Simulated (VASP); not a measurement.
# CaH16Cl2O8 in VASP: notebook

The runs below take CaH16Cl2O8 through single point, with PBE+D3(BJ).

Program: VASP 6.6.1. These are calculated values, not measurements. Logs are shortened: lines on timing, memory, paths and dates and some standing lists are left out, and cuts for length are marked.

**1. The cell of the first run**

The cell holds a disordered packing, 27 atoms: a = 6.956 Å, b = 6.956 Å, c = 6.956 Å, α = 90.00°, β = 90.00°, γ = 90.00°.

**2. Single point, PBE+D3(BJ)**

Input file INCAR:

```
PREC     = Accurate       # precision mode
ENCUT    = 520            # plane-wave cutoff, eV
EDIFF    = 1E-6           # SCF threshold, eV
ISMEAR   = -1             # smearing method
SIGMA    = 0.05           # smearing width, eV
LREAL    = False          # projectors in reciprocal space
LASPH    = True           # aspherical terms in the spheres
NELM     = 120            # most SCF steps
ALGO     = Normal         # electronic algorithm
ISIF     = 2              # what is computed and relaxed
LWAVE    = False          # write WAVECAR
LCHARG   = True           # write CHGCAR
GGA      = PE             # functional
IVDW     = 12             # dispersion correction
LELF     = True           # ELF
LVHAR    = True         
NBANDS   = 63             # bands
GGA_COMPAT= False
```

Input file KPOINTS:

```
regular mesh
0
Gamma
  1 1 1
```

Input file POSCAR:

```
CaH16Cl2O8
1.0
    6.9561890000      0.0000000000      0.0000000000
    0.0000000000      6.9561890000      0.0000000000
    0.0000000000      0.0000000000      6.9561890000
O H Ca Cl
8 16 1 2
Direct
    0.8903869633      0.8159640286      0.1858057623
    0.3821632793     -0.0580777779      0.3542025670
    0.3255086945      0.3214259992      0.7778397050
    0.4341313900      0.6005443498     -0.0203415980
    0.2797652565      0.8011858217      0.6770373835
    0.1236021620      0.5221537253      0.2508701244
   -0.0361261030      0.1148329926      0.6518799302
    0.8715979396      0.2609043544      1.0265966034
    0.8683777856      0.8201761050      0.0529744088
    0.9821182259      0.7072263275      0.2164834797
    0.3425151329     -0.0999397802      0.4813842752
    0.3916081061      0.0894599040      0.3809700973
    0.1896153195      0.2893682158      0.7847256594
    0.3783537221      0.3215841318      0.6503704830
    0.4955730789      0.6004293443      0.1073863864
    0.4222283207      0.4539554633     -0.0837815074
    0.1833475197      0.7065937973      0.6475672239
    0.3498467336      0.7223783023      0.7688980274
    0.2316642058      0.5522995422      0.1680374124
    0.0720078192      0.3976171435      0.2071680341
   -0.1073720107      0.1409392413      0.7733832419
    0.0638136773      0.0190621618      0.7033017648
    0.8656895320      0.3568189421      0.9100529040
    0.7348276477      0.2146721430      1.0371771095
    0.7227376944      0.9266568232      0.4563274517
    0.6251842783      0.2717004958      0.4403560628
    0.8546346282      0.6272400017      0.7234996059
```

Potentials or basis: VASP PAW PBE potentials, release 64 (O, H, Ca_sv, Cl).

Launch:

```sh
$ cat potpaw_PBE.64/O/POTCAR potpaw_PBE.64/H/POTCAR potpaw_PBE.64/Ca_sv/POTCAR potpaw_PBE.64/Cl/POTCAR > POTCAR
$ mpirun -np 1 vasp_gam > vasp.out
```

OUTCAR:

```text
PREC = Accurate
   ENCUT = 520
   EDIFF = 1E-6
   ISMEAR = -1
   LREAL = False
   LASPH = True
   NELM = 120
   ISIF = 2
   GGA = PE
   IVDW = 12
 IVDW          = 12

 ion  position               nearest neighbor table
   1  0.890  0.816  0.186-   9 0.94  10 1.01  25 2.34
   2  0.382  0.942  0.354-  11 0.97  12 1.05  25 2.48
   3  0.326  0.321  0.778-  14 0.96  13 0.97
   4  0.434  0.601  0.980-  15 0.99  16 1.11
   5  0.280  0.801  0.677-  17 0.96  18 0.97
   6  0.124  0.522  0.251-  19 0.97  20 0.99
   7  0.964  0.115  0.652-  21 1.00  22 1.03  25 2.53
   8  0.872  0.261  0.027-  24 1.01  23 1.05
   9  0.868  0.820  0.053-   1 0.94
  10  0.982  0.707  0.216-   1 1.01
  11  0.343  0.900  0.481-   2 0.97
  12  0.392  0.089  0.381-   2 1.05
  13  0.190  0.289  0.785-   3 0.97
  14  0.378  0.322  0.650-   3 0.96
[... 8 lines left out ...]
  23  0.866  0.357  0.910-   8 1.05
  24  0.735  0.215  0.037-   8 1.01
  25  0.723  0.927  0.456-   1 2.34   2 2.48  26 2.50   7 2.53
  26  0.625  0.272  0.440-  25 2.50
  27  0.855  0.627  0.723-

  LATTYP: Found a simple cubic cell.
 ALAT       =     6.9561890000

  Lattice vectors:

 A1 = (   6.9561890000,   0.0000000000,   0.0000000000)
 A2 = (   0.0000000000,   6.9561890000,   0.0000000000)
 A3 = (   0.0000000000,   0.0000000000,   6.9561890000)

Analysis of symmetry for initial positions (statically):
=====================================================================
 Subroutine PRICEL returns:
 Original cell was already a primitive cell.

 Routine SETGRP: Setting up the symmetry group for a
 simple cubic supercell.

 Subroutine GETGRP returns: Found  1 space group operations
 (whereof  1 operations were pure point group operations)
 out of a pool of 48 trial point group operations.

The static configuration has the point symmetry C_1 .

Analysis of symmetry for dynamics (positions and initial velocities):
=====================================================================
 Subroutine PRICEL returns:
 Original cell was already a primitive cell.

 Routine SETGRP: Setting up the symmetry group for a
 simple cubic supercell.

 Subroutine GETGRP returns: Found  1 space group operations
 (whereof  1 operations were pure point group operations)
 out of a pool of 48 trial point group operations.

The dynamic configuration has the point symmetry C_1 .

 Subroutine INISYM returns: Found  1 space group operations
 (whereof  1 operations are pure point group operations),
 and found     1 'primitive' translations

----------------------------------------------------------------------------------------

                                     Primitive cell

  volume of cell :     336.6000

  direct lattice vectors                    reciprocal lattice vectors
     6.956189000  0.000000000  0.000000000     0.143756876  0.000000000  0.000000000
     0.000000000  6.956189000  0.000000000     0.000000000  0.143756876  0.000000000
     0.000000000  0.000000000  6.956189000     0.000000000  0.000000000  0.143756876

  length of vectors
     6.956189000  6.956189000  6.956189000     0.143756876  0.143756876  0.143756876

  position of ions in fractional coordinates (direct lattice)
     0.890386963  0.815964029  0.185805762
     0.382163279  0.941922222  0.354202567
     0.325508695  0.321425999  0.777839705
     0.434131390  0.600544350  0.979658402
     0.279765256  0.801185822  0.677037384
     0.123602162  0.522153725  0.250870124
[... 19 lines left out ...]
     0.625184278  0.271700496  0.440356063
     0.854634628  0.627240002  0.723499606

  ion indices of the primitive-cell ions
   primitive index   ion index
                 1           1
                 2           2
                 3           3
                 4           4
                 5           5
                 6           6
[... 19 lines left out ...]
                26          26
                27          27

----------------------------------------------------------------------------------------

 KPOINTS: regular mesh

Automatic generation of k-mesh.
 Grid dimensions read from file:
 generate k-points for:    1    1    1

 Generating k-lattice:

  Cartesian coordinates                     Fractional coordinates (reciprocal lattice)
     0.143756876  0.000000000  0.000000000     1.000000000  0.000000000  0.000000000
     0.000000000  0.143756876  0.000000000     0.000000000  1.000000000  0.000000000
     0.000000000  0.000000000  0.143756876     0.000000000  0.000000000  1.000000000

  Length of vectors
     0.143756876  0.143756876  0.143756876

  Shift w.r.t. Gamma in fractional coordinates (k-lattice)
     0.000000000  0.000000000  0.000000000

 Subroutine IBZKPT returns following result:
 ===========================================

 Found      1 irreducible k-points:

 Following reciprocal coordinates:
            Coordinates               Weight
  0.000000  0.000000  0.000000      1.000000
   k-points           NKPTS =      1   k-points in BZ     NKDIM =      1   number of bands    NBANDS=     63
   number of dos      NEDOS =    301   number of ions     NIONS =     27
   total plane-waves  NPLWV = 157464
   dimension x,y,z NGX =    54 NGY =   54 NGZ =   54
   dimension x,y,z NGXF=   108 NGYF=  108 NGZF=  108
   ions per type =               8  16   1   2
   NGX,Y,Z   is equivalent  to a cutoff of  12.91, 12.91, 12.91 a.u.
   NGXF,Y,Z  is equivalent  to a cutoff of  25.81, 25.81, 25.81 a.u.
 SYSTEM =  unknown system
   PREC   = accura    normal or accurate (medium, high low for compatibility)
   ISTART =      0    job   : 0-new  1-cont  2-samecut
   ICHARG =      2    charge: 1-file 2-atom 10-const
   ISPIN  =      1    spin polarized calculation?
   LNONCOLLINEAR =      F non collinear calculations
   LSORBIT =      F    spin-orbit coupling
   LASPH  =      T    aspherical Exc in radial PAW
   ENCUT  =  520.0 eV  38.22 Ry    6.18 a.u.  12.93 12.93 12.93*2*pi/ulx,y,z
   NELM   =    120;   NELMIN=  2; NELMDL= -5     # of ELM steps
   EDIFF  = 0.1E-05   stopping-criterion for ELM
   LREAL  =      F    real-space projection
   EDIFFG = 0.1E-04   stopping-criterion for IOM
   NSW    =      0    number of steps for IOM
   IBRION =     -1    ionic relax: 0-MD 1-quasi-New 2-CG
   NFREE  =      0    steps in history (QN), initial steepest desc. (CG)
   ISIF   =      2    stress and relaxation
   ISYM   =      2    0-nonsym 1-usesym 2-fastsym
   POTIM  = 0.5000    time-step for ionic-motion
   TEBEG  =    0.0;   TEEND  =   0.0 temperature during run
   PSTRESS=    0.0 pullay stress
   NELECT =      88.0000    total number of electrons
   NUPDOWN=      -1.0000    fix difference up-down
   EMIN   =  10.00;   EMAX   =-10.00  energy-range for DOS
   EFERMI =   0.00;   METHOD = LEGACY
   ISMEAR =    -1;   SIGMA  =   0.05  broadening in eV -4-tet -1-fermi 0-gaus
   EFERMI_NEDOS =   21; number of points for ismear=-14 and -15
   IALGO  =     38    algorithm
   IMIX   =      4    mixing-type and parameters
     AMIX     =   0.40;   BMIX     =  1.00
     AMIX_MAG =   1.60;   BMIX_MAG =  1.00
  volume/ion in A,a.u.               =      12.47        84.13
  Fermi-wavevector in a.u.,A,eV,Ry     =   1.046802  1.978168 14.909175  1.095793
  Thomas-Fermi vector in A             =   2.181655
   LORBIT       =      0    0 simple, 1 ext, 2 COOP (PROOUT), +10 PAW based schemes
   GGA     = PE    functional components
   LHFCALC =     F    Hartree Fock is set to
   AEXX    =    0.0000 exact exchange contribution
   IVDW    =    12    specifies the selected vdW correction
   LEPSILON=     F    determine dielectric tensor
   LRPA    =     F    only Hartree local field effects (RPA)
 non-spin polarized calculation
  energy-cutoff  :      520.00
  volume of cell :      336.60
 maximum number of plane-waves:      4523
 NGX is ok and might be reduce to    50
   NGX = 25   NGY = 25   NGZ = 25

 number of electron      88.0000017 magnetization

 Free energy of the ion-electron system (eV)
  ---------------------------------------------------
  ext. energy  EPLUGINS =         0.00000000
  ---------------------------------------------------
  free energy    TOTEN  =      -127.74466864 eV

  energy without entropy =     -127.74466864  energy(sigma->0) =     -127.74466864

 E-fermi :  -0.8719     XC(G=0):  -6.9796

 val. band max:       -2.2275092898   @ k =   0.0000   0.0000   0.0000
 cond. band min:       1.5090985771   @ k =   0.0000   0.0000   0.0000
 fundamental gap:      3.7366078669
 Fermi energy:        -0.8719149691

 k-point     1 :       0.0000    0.0000    0.0000
  band No.  band energies     occupation
      1     -41.2494      2.00000
      2     -22.5462      2.00000
      3     -22.4933      2.00000
      4     -22.3188      2.00000
      5     -22.2125      2.00000
      6     -22.0200      2.00000
[... 48 lines left out ...]
     55       5.6373      0.00000
     56       5.9186      0.00000
 [bands above 56 left out]

------------------------ aborting loop because EDIFF is reached ----------------------------------------

 Edisp (eV)   -1.31438

 E8    (eV) :    -0.3515

  FORCE on cell =-STRESS in cart. coord.  units (eV):
  Direction    XX          YY          ZZ          XY          YZ          ZX
  --------------------------------------------------------------------------------------
  -------------------------------------------------------------------------------------
  Total      -0.43255    -4.20827    -0.05186     1.51686     0.82006    -1.54990
  in kB      -2.05888   -20.03088    -0.24684     7.22008     3.90339    -7.37734
  external pressure =       -7.45 kB  Pullay stress =        0.00 kB

 VOLUME and BASIS-vectors are now :
 -----------------------------------------------------------------------------
  energy-cutoff  :      520.00
  volume of cell :      336.60
      direct lattice vectors                 reciprocal lattice vectors
     6.956189000  0.000000000  0.000000000     0.143756876  0.000000000  0.000000000
     0.000000000  6.956189000  0.000000000     0.000000000  0.143756876  0.000000000
     0.000000000  0.000000000  6.956189000     0.000000000  0.000000000  0.143756876

 POSITION                                       TOTAL-FORCE (eV/Angst)
 -----------------------------------------------------------------------------------
      6.19370      5.67600      1.29250        -0.026372      0.266248      2.670155
      2.65840      6.55219      2.46390         0.803077      2.353408     -0.540298
      2.26430      2.23590      5.41080         0.105162     -0.214491      1.445769
      3.01990      4.17750      6.81469        -0.138264     -2.027633      0.090035
      1.94610      5.57320      4.70960         0.025721      0.289050      0.074576
      0.85980      3.63220      1.74510        -0.521377     -0.308070      0.520464
[... 19 lines left out ...]
      4.34890      1.89000      3.06320        -0.507812      1.044427     -0.163550
      5.94500      4.36320      5.03280        -0.125877      0.378147     -0.126022
 -----------------------------------------------------------------------------------
    total drift:                               -0.002112     -0.000100     -0.002075

  FREE ENERGIE OF THE ION-ELECTRON SYSTEM (eV)
  ---------------------------------------------------
  free  energy   TOTEN  =      -129.0590502741 eV

  energy  without entropy=     -129.0590502741  energy(sigma->0) =     -129.05905027
```

Run time: 99 s. Hardware: 1 thread of Intel Xeon 8259CL, shared host; peak memory 0.41 GiB.

What came out:

| Property | Result |
| --- | --- |
| Free energy | -129.0591 eV |
| Pressure | -0.7 GPa |
| Largest force | 2.684 eV/Å |
| Dispersion energy per atom | -0.049 eV |

Forces on the atoms (eV/Å):
```
O   -0.026  0.266  2.670
O    0.803  2.353 -0.540
O    0.105 -0.214  1.446
O   -0.138 -2.028  0.090
O    0.026  0.289  0.075
O   -0.521 -0.308  0.520
O    1.148 -1.694  1.168
O   -1.264  0.549 -2.201
H   -0.182 -0.263 -2.064
H   -0.054 -0.215 -0.398
H   -0.682 -0.971  0.926
H    0.095 -1.762 -0.880
H    0.029  0.071 -0.584
H    0.197 -0.164 -1.091
H    0.123 -0.157 -0.859
H   -0.095  2.397  1.003
H   -1.338 -0.369 -0.587
H    0.925  0.276  1.165
H    0.455  0.079 -0.670
H   -0.102  0.458  0.060
H    0.261  0.093 -0.334
H   -0.903  0.761 -0.775
H   -0.139 -0.574  1.812
H    1.226  0.670  0.229
Ca   0.686 -0.963  0.108
Cl  -0.508  1.044 -0.164
Cl  -0.126  0.378 -0.126
```

Levels at points of the mesh, in eV from the Fermi level:
```tsv
k point	band 40	band 41	band 42	band 43	band 44	band 45	band 46	band 47	band 48	band 49
(0.00, 0.00, 0.00)	-2.25	-2.12	-2.08	-1.48	-1.36	2.38	4.19	4.62	4.66	4.83
```

Caveat: the k points lie up to 0.90 Å⁻¹ apart.

**3. Single point, PBE+D3(BJ)**

Input file INCAR:

```
  ALGO = Normal
  EDIFF = 1E-6
  ENCUT = 520
  GGA = PE
  GGA_COMPAT = F
  ISIF = 2
  ISMEAR = -1
  IVDW = 12
  LASPH = T
  LCHARG = T
  LELF = T
  LREAL = F
  LVHAR = T
  LWAVE = F
  NBANDS = 63
  NELM = 120
  PREC = Accurate
  SIGMA = 0.05
```

Input file KPOINTS:

```
k-points
0
Gamma
  1 1 1
```

Input file POSCAR:

```
CaH16Cl2O8
1.0
    6.9561890000      0.0000000000      0.0000000000
    0.0000000000      6.9561890000      0.0000000000
    0.0000000000      0.0000000000      6.9561890000
O H Ca Cl
8 16 1 2
Direct
    0.9439795267      0.7827993173      0.2226218983
    0.4314431365     -0.1289355421      0.3245598991
    0.3088185212      0.3416525917      0.7723050653
    0.4456319401      0.6613247570      0.0083666502
    0.2003395825      0.8232525022      0.6828020343
    0.1848425913      0.4906709694      0.2508269974
   -0.0250424478      0.0960008418      0.5844004526
    0.9129855442      0.3105579794      1.0359983031
    0.9600802968      0.8332004780      0.0951526763
    1.0400666227      0.6703526888      0.2440847999
    0.3339328474     -0.1066532264      0.4284098664
    0.4206182437     -0.0004743977      0.2473337053
    0.2623131718      0.4015992090      0.6538493994
    0.4595476057      0.3102560899      0.7506984068
    0.5717498475      0.7050987258     -0.0484460672
    0.4225158345      0.5659995725     -0.0836089991
    0.0864122582      0.7432949277      0.6862090722
    0.2914814419      0.7789897601      0.7778684564
    0.3021625778      0.5526014316      0.2119695138
    0.1446481687      0.4135022783      0.1406517275
   -0.0562951927      0.2291340848      0.6020106699
    0.1020098793      0.0620310920      0.6487891574
    0.8875693286      0.3498754850      0.9092334898
    0.7876726754      0.3448583700      1.1018102010
    0.7425617677      0.8877705882      0.4467963708
    0.5862261649      0.2985974073      0.4391628807
    0.7959243201      0.6290944654      0.7579150020
```

Potentials or basis: VASP PAW PBE potentials, release 64 (O, H, Ca_sv, Cl).

Launch:

```sh
$ cat potpaw_PBE.64/O/POTCAR potpaw_PBE.64/H/POTCAR potpaw_PBE.64/Ca_sv/POTCAR potpaw_PBE.64/Cl/POTCAR > POTCAR
$ mpirun -np 1 vasp_gam > vasp.out
```

Wall time 95 s (1 thread of Intel Xeon 8259CL, shared host); peak memory 0.41 GiB.

Results (log left out):

```
Free energy                : -129.2172 eV
Pressure                   : -0.7 GPa
Largest force              : 3.449 eV/Å
Dispersion energy per atom : -0.049 eV
```

Forces in eV/Å, atoms in the order of the input:
```
O    0.181 -0.418  0.807
O   -0.931  2.563 -0.387
O    2.610 -0.441  0.490
O    1.330  2.206  0.271
O    0.739  0.857 -0.899
O   -0.852  0.265  0.632
O    0.951 -0.920  0.329
O   -1.274 -0.669  2.390
H    0.192  0.030 -0.606
H   -0.142  0.014 -0.478
H    0.417 -0.406 -0.349
H    0.145 -1.977  1.300
H    0.703 -0.251 -0.153
H   -3.330  0.749 -0.496
H   -0.464 -0.144  0.778
H   -1.020 -2.410 -1.514
H   -0.499 -0.523  0.428
H    0.146 -0.310  0.702
H    1.006  0.365 -0.217
H   -0.502 -0.240 -0.064
H   -0.151  0.677 -0.061
H   -1.309  0.255 -0.468
H   -0.159  0.708 -1.868
H    1.403 -0.370 -0.212
Ca   0.117  0.536  0.607
Cl   0.509 -0.757 -0.304
Cl   0.182  0.610 -0.658
```

Stress tensor (GPa, compression positive):
```
-2.03  1.28  0.33
 1.28 -1.09  1.43
 0.33  1.43  1.04
```

Levels at points of the mesh, in eV from the Fermi level:
```csv
k point,band 42,band 43,band 44,band 45,band 46,band 47
"(0.00, 0.00, 0.00)",-1.57,-1.41,-1.19,2.31,4.37,4.52
```

Caveat: the k points lie up to 0.90 Å⁻¹ apart; the atoms stand as in a frame of molecular dynamics.

(Part 1 of 2 ends here.)
